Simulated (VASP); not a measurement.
Here is a VASP 6.6.1 calculation.

File POSCAR:

```
Se
1.0
    4.3662000000      0.0000000000      0.0000000000
   -2.1831000000      3.7812400000      0.0000000000
    0.0000000000      0.0000000000      4.9536000000
Se
3
Direct
    0.2254000000      0.0000000000      0.3333333333
    0.0000000000      0.2254000000      0.6666666667
    0.7746000000      0.7746000000      0.0000000000
```

Contents of INCAR.step1:

```
PREC = Accurate
ENCUT = 600
ISMEAR = -1
SIGMA = 0.02
LREAL = F
LASPH = T
NELM = 60
GGA = PE
ALGO = Normal
EDIFF = 1E-4
LWAVE = T
LCHARG = F
```

File INCAR.step2:

```
PREC = Accurate
ENCUT = 600
EDIFF = 1E-6
ISMEAR = -1
SIGMA = 0.02
LREAL = F
LASPH = T
NELM = 60
ALGO = Normal
ISIF = 8
LWAVE = F
LCHARG = F
METAGGA = R2SCAN
LMIXTAU = T
IBRION = 2
NSW = 80
EDIFFG = -0.03
ISTART = 1
```

Contents of KPOINTS:

```
regular mesh
0
Gamma
  5 5 4
```

Potentials or basis: VASP PAW PBE potentials, release 64 (Se).

Command:

```sh
$ cat potpaw_PBE.64/Se/POTCAR > POTCAR
$ cp INCAR.step1 INCAR
$ mpirun -np 1 vasp_std > vasp.out
$ cp INCAR.step2 INCAR
$ mpirun -np 1 vasp_std > vasp.out
```

Question: What does it give for the band gap on the k mesh?

Answer: 1.47 eV.

Question: What does it give for the relaxed cell?

Answer: a = 4.435 Å, b = 4.435 Å, c = 5.031 Å, α = 90.00°, β = 90.00°, γ = 120.00°.

Final structure:
```
CELL_PARAMETERS angstrom
4.43453 0.00000 0.00000
-2.21726 3.84041 0.00000
0.00000 0.00000 5.03112
ATOMIC_POSITIONS crystal
Se 0.21973 0.00000 0.33333
Se 0.00000 0.21973 0.66667
Se 0.78027 0.78027 0.00000
```

 A k mesh can miss the band edges.
